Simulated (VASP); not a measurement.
## InSe: single point with LDA

**Experimental background.**

From “The Interaction of Hydrogen with the van der Waals Crystal γ-InSe”, 2020, pmc:7321205, for a bulk crystal of InSe at 300 K: band gap 1.25 eV.

The system is InSe.

```
In Se
1.0
     2.00000    1.15470    8.31667
    -2.00000    1.15470    8.31667
     0.00000   -2.30940    8.31667
In Se
2 2
Direct
  0.00000 0.00000 0.00000
  0.11220 0.11220 0.11220
  0.61550 0.61550 0.61550
  0.83000 0.83000 0.83000
```

```
Program                : VASP 6.6.1
Task                   : single point
Functional             : LDA
Potentials or basis    : VASP PAW LDA potentials, release 64 (In_d, Se)
Cutoff                 : 520 eV
k mesh                 : 12 × 12 × 12
Occupations            : gaussian, width 0.03 eV
Spin                   : no spin polarisation
Dipole correction      : no
Further INCAR settings : ALGO = Normal; EDIFF = 1e-06; NBANDS = 27
```

```json
{"Pressure": "-1.3 GPa", "Largest force": "0.115 eV/Å", "Band gap on the k mesh": "0.19 eV, direct"}
```

Forces in eV/Å, atoms in the order of the input:
```
In   0.000  0.000  0.115
In   0.000  0.000 -0.114
Se   0.000  0.000  0.105
Se   0.000  0.000 -0.107
```

Stress tensor (GPa, compression positive):
```
-1.05  0.00  0.00
 0.00 -1.05  0.00
 0.00  0.00 -1.84
```

Levels at points of the mesh, in eV from the valence-band top:
| k point | band 16 | band 17 | band 18 | band 19 | band 20 | band 21 | band 22 | band 23 |
| --- | --- | --- | --- | --- | --- | --- | --- | --- |
| (0.00, 0.00, 0.00) | -1.37 | -1.37 | -1.23 | -1.23 | 1.62 | 1.90 | 4.25 | 4.25 |
| (0.50, 0.00, 0.00) | -2.50 | -2.42 | -2.26 | -1.73 | 1.01 | 1.85 | 3.51 | 3.88 |
| (0.50, 0.50, 0.00) | -2.75 | -2.59 | -2.06 | -1.56 | 0.96 | 1.88 | 3.14 | 3.42 |
| (0.50, 0.50, 0.50) | -1.44 | -1.15 | -1.15 | 0.00 | 0.19 | 1.98 | 4.15 | 4.15 |

Run time: 4.7 min on 1 × NVIDIA H100 80GB with 1 thread of Intel(R) Xeon(R) Platinum 8481C CPU @ 2.70GHz (Sapphire Rapids), with other jobs on the host, peak memory 1.8 GiB.

A measured gap of InSe is 1.25 eV (300 K; “The Interaction of Hydrogen with the van der Waals Crystal γ-InSe”, 2020, pmc:7321205); the calculated 0.19 eV misses it by -1.06 eV. So large a miss can be the level of theory's own, or it may mean another phase, state or a wrong row. Spin-orbit coupling on In, Se is left out. The value is that of LDA on a finite k mesh, which can miss the band edges, without temperature or zero-point motion. Semilocal functionals fall short of measured gaps as a rule.

Caveat: spin-orbit coupling is left out, which moves the levels of the heavy elements.
